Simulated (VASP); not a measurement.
Here is a VASP 6.6.1 calculation.

POSCAR

```
P
1.0
    3.4385568657      0.0000000000      0.0000000000
    0.0000000000     36.4272375714      0.0000000000
    0.0000000000      0.0000000000      4.4906438587
P
4
Direct
    0.0000000000      0.9712883905      0.5886981360
    0.0000000000      0.0287116095      0.4113018640
    0.5000000000      0.0287116095      0.0886981360
    0.5000000000      0.9712883905      0.9113018640
```

The input INCAR.step1:

```
ALGO = Normal ; EDIFF = 1E-4
ENCUT = 520 ; GGA = PE
ISMEAR = 0 ; LASPH = True
LCHARG = False ; LREAL = False
LWAVE = True ; NBANDS = 18
NELM = 100 ; PREC = Accurate
SIGMA = 0.02
```

Contents of INCAR.step2:

```
ALGO = Normal ; EDIFF = 1E-6
ENCUT = 520 ; ISIF = 2
ISMEAR = 0 ; ISTART = 1
LASPH = True ; LCHARG = False
LMIXTAU = True ; LREAL = False
LWAVE = False ; METAGGA = R2SCAN
NBANDS = 18 ; NELM = 100
PREC = Accurate ; SIGMA = 0.02
```

File KPOINTS:

```
k-points
0
Gamma
  8 1 6
```

Potentials or basis: VASP PAW PBE potentials, release 64 (P).

The run is started by

```bash
$ cat potpaw_PBE.64/P/POTCAR > POTCAR
$ cp INCAR.step1 INCAR
$ mpirun -np 1 vasp_std > vasp.out
$ cp INCAR.step2 INCAR
$ mpirun -np 1 vasp_std > vasp.out
```

(1) Estimate the largest force.

(2) What does it give for the band gap on the k mesh?

Answers

(1) 0.089 eV/Å.

(2) 1.22 eV.

Caveat: there is no dipole correction, which matters where the two faces differ; the PAW data sets were made with another functional, which shifts forces and pressure a little.
